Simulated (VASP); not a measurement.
# HfB3N (P6/mmm) in VASP: single point with PBE

Aim: the single point of HfB3N with PBE.

Everything below comes from runs of VASP 6.6.1. Logs are shortened: lines on timing, memory, paths and dates and some standing lists are left out, and cuts for length are marked.

**1. The cell of the first run**

It takes space group P6/mmm (No. 191, hexagonal). Conventional cell: a = 3.706 Å, b = 3.706 Å, c = 4.254 Å, α = 90.00°, β = 90.00°, γ = 120.00°. Hf (site symmetry 6/mmm) has 2 N at 2.13 Å and 12 B at 2.82 Å within 2.9 Å. Within 2.5 Å of B (site symmetry mmm) lie 4 B at 1.85 Å and 2 N at 1.85 Å. N (site symmetry 6/mmm) has 6 B at 1.85 Å and 2 Hf at 2.13 Å within 2.5 Å.

**2. Single point, PBE**

INCAR reads:

```
PREC = Accurate
ENCUT = 520
EDIFF = 1E-6
ISMEAR = 0
SIGMA = 0.1
LREAL = F
LASPH = T
NELM = 100
ALGO = Normal
ISIF = 2
LWAVE = F
LCHARG = T
GGA = PE
LELF = T
LVHAR = T
NBANDS = 20
```

KPOINTS reads:

```
regular mesh
0
Gamma
  12 12 10
```

POSCAR reads:

```
HfB3N
1.0
    3.7061489547      0.0000000000      0.0000000000
   -1.8530744774      3.2096191449      0.0000000000
    0.0000000000      0.0000000000      4.2544647066
Hf B N
1 3 1
Direct
    0.0000000000      0.0000000000      0.5000000000
    0.5000000000      0.0000000000      0.0000000000
    0.0000000000      0.5000000000      0.0000000000
    0.5000000000      0.5000000000      0.0000000000
    0.0000000000      0.0000000000      0.0000000000
```

Potentials or basis: VASP PAW PBE potentials, release 64 (Hf_pv, B, N).

Launch:

```console
$ cat potpaw_PBE.64/Hf_pv/POTCAR potpaw_PBE.64/B/POTCAR potpaw_PBE.64/N/POTCAR > POTCAR
$ mpirun -np 1 vasp_std > vasp.out
```

OUTCAR:

```text
PREC = Accurate
   ENCUT = 520
   EDIFF = 1E-6
   ISMEAR = 0
   LREAL = F
   LASPH = T
   NELM = 100
   ISIF = 2
   GGA = PE

 ion  position               nearest neighbor table
   1  0.000  0.000  0.500-   5 2.13   5 2.13   4 2.82   4 2.82   4 2.82   4 2.82   3 2.82   3 2.82
                             3 2.82   3 2.82   2 2.82   2 2.82   2 2.82   2 2.82
   2  0.500  0.000  0.000-   3 1.85   3 1.85   4 1.85   4 1.85   5 1.85   5 1.85   1 2.82   1 2.82
                             1 2.82   1 2.82
   3  0.000  0.500  0.000-   2 1.85   2 1.85   5 1.85   5 1.85   4 1.85   4 1.85   1 2.82   1 2.82
                             1 2.82   1 2.82
   4  0.500  0.500  0.000-   5 1.85   5 1.85   2 1.85   2 1.85   3 1.85   3 1.85   1 2.82   1 2.82
                             1 2.82   1 2.82
   5  0.000  0.000  0.000-   4 1.85   4 1.85   3 1.85   3 1.85   2 1.85   2 1.85   1 2.13   1 2.13

  LATTYP: Found a hexagonal cell.
 ALAT       =     3.7061489547
 C/A-ratio  =     1.1479475754

  Lattice vectors:

 A1 = (   3.7061489547,   0.0000000000,   0.0000000000)
 A2 = (  -1.8530744774,   3.2096191449,   0.0000000000)
 A3 = (   0.0000000000,   0.0000000000,   4.2544647066)

Analysis of symmetry for initial positions (statically):
=====================================================================
 Subroutine PRICEL returns:
 Original cell was already a primitive cell.

 Routine SETGRP: Setting up the symmetry group for a
 hexagonal supercell.

 Subroutine GETGRP returns: Found 24 space group operations
 (whereof 24 operations were pure point group operations)
 out of a pool of 24 trial point group operations.

The static configuration has the point symmetry D_6h.

Analysis of symmetry for dynamics (positions and initial velocities):
=====================================================================
 Subroutine PRICEL returns:
 Original cell was already a primitive cell.

 Routine SETGRP: Setting up the symmetry group for a
 hexagonal supercell.

 Subroutine GETGRP returns: Found 24 space group operations
 (whereof 24 operations were pure point group operations)
 out of a pool of 24 trial point group operations.

The dynamic configuration has the point symmetry D_6h.

 Subroutine INISYM returns: Found 24 space group operations
 (whereof 24 operations are pure point group operations),
 and found     1 'primitive' translations

----------------------------------------------------------------------------------------

                                     Primitive cell

  volume of cell :      50.6082

  direct lattice vectors                    reciprocal lattice vectors
     3.706148955  0.000000000  0.000000000     0.269821859  0.155781723  0.000000000
    -1.853074477  3.209619145  0.000000000     0.000000000  0.311563446  0.000000000
     0.000000000  0.000000000  4.254464707     0.000000000  0.000000000  0.235047196

  length of vectors
     3.706148955  3.706148955  4.254464707     0.311563446  0.311563446  0.235047196

  position of ions in fractional coordinates (direct lattice)
     0.000000000  0.000000000  0.500000000
     0.500000000  0.000000000  0.000000000
     0.000000000  0.500000000  0.000000000
     0.500000000  0.500000000  0.000000000
     0.000000000  0.000000000  0.000000000

  ion indices of the primitive-cell ions
   primitive index   ion index
                 1           1
                 2           2
                 3           3
                 4           4
                 5           5

----------------------------------------------------------------------------------------

 KPOINTS: regular mesh

Automatic generation of k-mesh.
 Grid dimensions read from file:
 generate k-points for:   12   12   10

 Generating k-lattice:

  Cartesian coordinates                     Fractional coordinates (reciprocal lattice)
     0.022485155  0.012981810  0.000000000     0.083333333 -0.000000000  0.000000000
     0.000000000  0.025963620  0.000000000     0.000000000  0.083333333  0.000000000
     0.000000000  0.000000000  0.023504720     0.000000000  0.000000000  0.100000000

  Length of vectors
     0.025963620  0.025963620  0.023504720

  Shift w.r.t. Gamma in fractional coordinates (k-lattice)
     0.000000000  0.000000000  0.000000000

 Subroutine IBZKPT returns following result:
 ===========================================

 Found    114 irreducible k-points:

 Following reciprocal coordinates:
            Coordinates               Weight
  0.000000  0.000000  0.000000      1.000000
  0.083333 -0.000000  0.000000      6.000000
  0.166667 -0.000000  0.000000      6.000000
  0.250000  0.000000  0.000000      6.000000
  0.333333 -0.000000  0.000000      6.000000
  0.416667 -0.000000  0.000000      6.000000
[... 16 lines left out ...]
  0.250000  0.000000  0.100000     12.000000
  0.333333 -0.000000  0.100000     12.000000
 [... further k-points ...]
   k-points           NKPTS =    114   k-points in BZ     NKDIM =    114   number of bands    NBANDS=     20
   number of dos      NEDOS =    301   number of ions     NIONS =      5
   total plane-waves  NPLWV =  25088
   dimension x,y,z NGX =    28 NGY =   28 NGZ =   32
   dimension x,y,z NGXF=    56 NGYF=   56 NGZF=   64
   ions per type =               1   3   1
   NGX,Y,Z   is equivalent  to a cutoff of  12.56, 12.56, 12.50 a.u.
   NGXF,Y,Z  is equivalent  to a cutoff of  25.12, 25.12, 25.01 a.u.
 SYSTEM =  unknown system
   PREC   = accura    normal or accurate (medium, high low for compatibility)
   ISTART =      0    job   : 0-new  1-cont  2-samecut
   ICHARG =      2    charge: 1-file 2-atom 10-const
   ISPIN  =      1    spin polarized calculation?
   LNONCOLLINEAR =      F non collinear calculations
   LSORBIT =      F    spin-orbit coupling
   LASPH  =      T    aspherical Exc in radial PAW
   ENCUT  =  520.0 eV  38.22 Ry    6.18 a.u.   6.89  6.89  7.91*2*pi/ulx,y,z
   NELM   =    100;   NELMIN=  2; NELMDL= -5     # of ELM steps
   EDIFF  = 0.1E-05   stopping-criterion for ELM
   LREAL  =      F    real-space projection
   EDIFFG = 0.1E-04   stopping-criterion for IOM
   NSW    =      0    number of steps for IOM
   IBRION =     -1    ionic relax: 0-MD 1-quasi-New 2-CG
   NFREE  =      0    steps in history (QN), initial steepest desc. (CG)
   ISIF   =      2    stress and relaxation
   ISYM   =      2    0-nonsym 1-usesym 2-fastsym
   POTIM  = 0.5000    time-step for ionic-motion
   TEBEG  =    0.0;   TEEND  =   0.0 temperature during run
   PSTRESS=    0.0 pullay stress
   NELECT =      24.0000    total number of electrons
   NUPDOWN=      -1.0000    fix difference up-down
   EMIN   =  10.00;   EMAX   =-10.00  energy-range for DOS
   EFERMI =   0.00;   METHOD = LEGACY
   ISMEAR =     0;   SIGMA  =   0.10  broadening in eV -4-tet -1-fermi 0-gaus
   EFERMI_NEDOS =   21; number of points for ismear=-14 and -15
   IALGO  =     38    algorithm
   IMIX   =      4    mixing-type and parameters
     AMIX     =   0.40;   BMIX     =  1.00
     AMIX_MAG =   1.60;   BMIX_MAG =  1.00
  volume/ion in A,a.u.               =      10.12        68.30
  Fermi-wavevector in a.u.,A,eV,Ry     =   1.276649  2.412517 22.175217  1.629832
  Thomas-Fermi vector in A             =   2.409293
   LORBIT       =      0    0 simple, 1 ext, 2 COOP (PROOUT), +10 PAW based schemes
   GGA     = PE    functional components
   LHFCALC =     F    Hartree Fock is set to
   AEXX    =    0.0000 exact exchange contribution
   IVDW    =     0    specifies the selected vdW correction
   LEPSILON=     F    determine dielectric tensor
   LRPA    =     F    only Hartree local field effects (RPA)
 non-spin polarized calculation
 Gauss-broadening in eV      SIGMA  =   0.10
  energy-cutoff  :      520.00
  volume of cell :       50.61
 maximum number of plane-waves:      1383
 NGX is ok and might be reduce to    28
   NGX = 13   NGY = 13   NGZ = 15

 number of electron      23.9999999 magnetization

 Free energy of the ion-electron system (eV)
  ---------------------------------------------------
  ext. energy  EPLUGINS =         0.00000000
  ---------------------------------------------------
  free energy    TOTEN  =       -33.44364312 eV

  energy without entropy =      -33.43417632  energy(sigma->0) =      -33.43890972

 E-fermi :   7.1779     XC(G=0): -11.6725

 val. band max:        7.1639209679   @ k =   0.3333  -0.0000   0.1000
 cond. band min:       7.1808806568   @ k =   0.2500   0.0833   0.0000
 fundamental gap:      0.0169596889
 Fermi energy:         7.1778719342

 k-point     1 :       0.0000    0.0000    0.0000
  band No.  band energies     occupation
      1     -24.5932      2.00000
      2     -24.2549      2.00000
      3     -24.2549      2.00000
      4     -12.9701      2.00000
      5      -2.8160      2.00000
      6      -2.8160      2.00000
[... 12 lines left out ...]
     19      10.6805      0.00000
     20      12.3829      0.00000

 k-point     2 :       0.0833   -0.0000    0.0000
  band No.  band energies     occupation
      1     -24.5918      2.00000
      2     -24.2634      2.00000
      3     -24.2570      2.00000
      4     -12.9284      2.00000
      5      -3.5464      2.00000
      6      -2.8304      2.00000
[... 12 lines left out ...]
     19      10.9934      0.00000
     20      12.3662      0.00000

 k-point     3 :       0.1667   -0.0000    0.0000
  band No.  band energies     occupation
      1     -24.5879      2.00000
      2     -24.2865      2.00000
      3     -24.2626      2.00000
      4     -12.8095      2.00000
      5      -4.4838      2.00000
      6      -2.8687      2.00000
[... 12 lines left out ...]
     19      11.6930      0.00000
     20      12.2171      0.00000

 k-point     4 :       0.2500    0.0000    0.0000
  band No.  band energies     occupation
      1     -24.5825      2.00000
      2     -24.3178      2.00000
      3     -24.2703      2.00000
      4     -12.6339      2.00000
      5      -5.3325      2.00000
      6      -2.9186      2.00000
[... 429 lines left out ...]
 k-point    23 :       0.2500    0.0000    0.1000
  band No.  band energies     occupation
      1     -24.5936      2.00000
      2     -24.3172      2.00000
      3     -24.2698      2.00000
      4     -12.5552      2.00000
      5      -5.3451      2.00000
      6      -2.9533      2.00000
[... 12 lines left out ...]
     19      11.7437      0.00000
     20      12.6466      0.00000

 k-point    24 :       0.3333   -0.0000    0.1000
  band No.  band energies     occupation
      1     -24.5880      2.00000
      2     -24.3482      2.00000
      3     -24.2775      2.00000
      4     -12.3599      2.00000
      5      -6.0421      2.00000
      6      -3.0015      2.00000
[... 12 lines left out ...]
     19      12.2197      0.00000
     20      12.4300      0.00000

 [... further k-points ...]
[... 5 lines left out ...]
  --------------------------------------------------------------------------------------
  -------------------------------------------------------------------------------------
  Total       -0.1261411     -0.1261411     -0.4911455      0.0000000     -0.0000000      0.0000000
  in kB       -3.9934293     -3.9934293    -15.5488923      0.0000000     -0.0000000      0.0000000
  external PRESSURE =      -7.8452503 kB  Pullay stress =       0.0000000 kB

 VOLUME and BASIS-vectors are now :
 -----------------------------------------------------------------------------
  energy-cutoff  :      520.00
  volume of cell :       50.61
      direct lattice vectors                 reciprocal lattice vectors
     3.706148955  0.000000000  0.000000000     0.269821859  0.155781723  0.000000000
    -1.853074477  3.209619145  0.000000000     0.000000000  0.311563446  0.000000000
     0.000000000  0.000000000  4.254464707     0.000000000  0.000000000  0.235047196

 POSITION                                       TOTAL-FORCE (eV/Angst)
 -----------------------------------------------------------------------------------
      0.00000      0.00000      2.12723         0.000000      0.000000      0.000000
      1.85307      0.00000      0.00000         0.000000      0.000000      0.000000
     -0.92654      1.60481      0.00000        -0.000000      0.000000      0.000000
      0.92654      1.60481      0.00000         0.000000      0.000000      0.000000
      0.00000      0.00000      0.00000        -0.000000      0.000000      0.000000
 -----------------------------------------------------------------------------------
    total drift:                               -0.000000     -0.000000     -0.000000

  FREE ENERGIE OF THE ION-ELECTRON SYSTEM (eV)
  ---------------------------------------------------
  free  energy   TOTEN  =       -33.4436431199 eV

  energy  without entropy=      -33.4341763225  energy(sigma->0) =      -33.43890972
```

It took 56 s on 1 thread of AMD EPYC 9R45 (Zen 5), shared host; peak memory 0.22 GiB.

What came out:

* Free energy: -33.4436 eV
* Pressure: -0.8 GPa
* Band gap on the k mesh: zero (bands 12 and 13 overlap by 2.75 eV)

Caveat: spin-orbit coupling is left out, which moves the levels of the heavy elements.
